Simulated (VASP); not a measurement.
Here is a VASP 6.6.1 calculation.

The input INCAR:

```
ALGO = Normal ; EDIFF = 1E-7
EDIFFG = -0.008 ; ENCUT = 600
GGA = PS ; IBRION = 2
ISIF = 3 ; ISMEAR = 0
LASPH = True ; LCHARG = False
LREAL = False ; LWAVE = False
NELM = 100 ; NSW = 70
PREC = Accurate ; PSTRESS = 500.0
SIGMA = 0.1
```

File KPOINTS:

```
k-points
0
Gamma
  16 16 16
```

POSCAR

```
AlNi
1.0
    2.6838694280      0.0000000000      0.0000000000
    0.0000000000      2.6838694280      0.0000000000
    0.0000000000      0.0000000000      2.6838694280
Al Ni
1 1
Direct
    0.5000000000      0.5000000000      0.5000000000
    0.0000000000      0.0000000000      0.0000000000
```

Potentials or basis: VASP PAW PBE potentials, release 64 (Al, Ni).

Run with:

```console
$ cat potpaw_PBE.64/Al/POTCAR potpaw_PBE.64/Ni/POTCAR > POTCAR
$ mpirun -np 1 vasp_std > vasp.out
```

Q: Estimate the relaxed volume.

A: 9.68 Å³/atom.

Q: Estimate the relaxed cell.

A: a = 2.686 Å, b = 2.686 Å, c = 2.686 Å, α = 90.00°, β = 90.00°, γ = 90.00°.

The path:
| step | energy change (eV) | largest force (eV/Å) | pressure (GPa) | volume (Å³) |
| --- | --- | --- | --- | --- |
| 1 | 0.0000 | 0.0000 | 50.70 | 19.33 |
| 2 | -0.0366 | 0.0000 | 48.47 | 19.45 |
| 3 | -0.0114 | 0.0000 | 50.06 | 19.37 |

Caveat: the cell is relaxed towards a set pressure, so the run minimises the enthalpy, not the energy; the PAW data sets were made with another functional, which shifts forces and pressure a little. Spin polarisation is off, so any magnetic state and its effect on volume and gap are missing.
